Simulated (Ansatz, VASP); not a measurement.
GaAs in VASP and in Ansatz

File INCAR:

```
SYSTEM = GaAs
ALGO = Normal
EDIFF = 1E-6
ENCUT = 520
ISIF = 2
ISMEAR = -1
ISPIN = 2
LASPH = .True.
LCHARG = .True.
LELF = .True.
LORBIT = 11
LREAL = .False.
LVHAR = .True.
LWAVE = .False.
MAGMOM = 0.03 0
NBANDS = 20
NELM = 150
PREC = Accurate
SIGMA = 0.025
```

KPOINTS

```
k-points
0
Gamma
  8 8 8
  0 0 0
```

File POSCAR:

```
GaAs
1.0
    0.0000000000      2.8268500000      2.8268500000
    2.8268500000      0.0000000000      2.8268500000
    2.8268500000      2.8268500000      0.0000000000
As Ga
1 1
Direct
    0.7500000000      0.7500000000      0.7500000000
    0.0000000000      0.0000000000      0.0000000000
```

The input input.yaml:

```yaml
crystal:
  lattice:
    - [0.0, 2.82685, 2.82685]
    - [2.82685, 0.0, 2.82685]
    - [2.82685, 2.82685, 0.0]
  atoms:
    - { symbol: As, position: [0.75, 0.75, 0.75], spin: 0.03 }
    - { symbol: Ga, position: [0.0, 0.0, 0.0] }
kpoints:
  mp_grid: { grid: [8, 8, 8] }
scf:
  occupations: { method: fermi_dirac, width: 0.025 }
hamiltonian:
  xc: lda
  pseudopotentials:
    kind: all_electron
    lapw: { basis_error: 0.0005 }
    dirac_shells: { As: ["3p"], Ga: ["3p"] }
magnetization:
  spin_polarized: true
output:
  forces: true
  stress: true
  eigenvalues: true
```

Alike in both runs: task single point; functional LDA; k mesh 8 × 8 × 8; occupations fermi-dirac, width 0.025 eV; collinear spin.

|  | VASP | Ansatz |
| --- | --- | --- |
| version | VASP 6.6.1 | Ansatz 0.2.0 |
| potentials or method | VASP PAW LDA potentials, release 64 (As, Ga_d), cutoff 520 eV | all-electron LAPW, inner shells corrected to Dirac's equation |

```tsv
	VASP	Ansatz	Ansatz less VASP
gap on the k mesh at the Fermi level (eV)	0.33	0.28	-0.050
least direct gap on the mesh (eV)	0.33	0.28	-0.050
pressure (GPa)	-1.6	-1.9	-0.24
net moment per atom (μB)	0.00	0.00	0.000
```

LDA's correlation is that of Perdew and Zunger in VASP and of Perdew and Wang (1992) in Ansatz. Ansatz ran all-electron here, and VASP with PAW potentials.
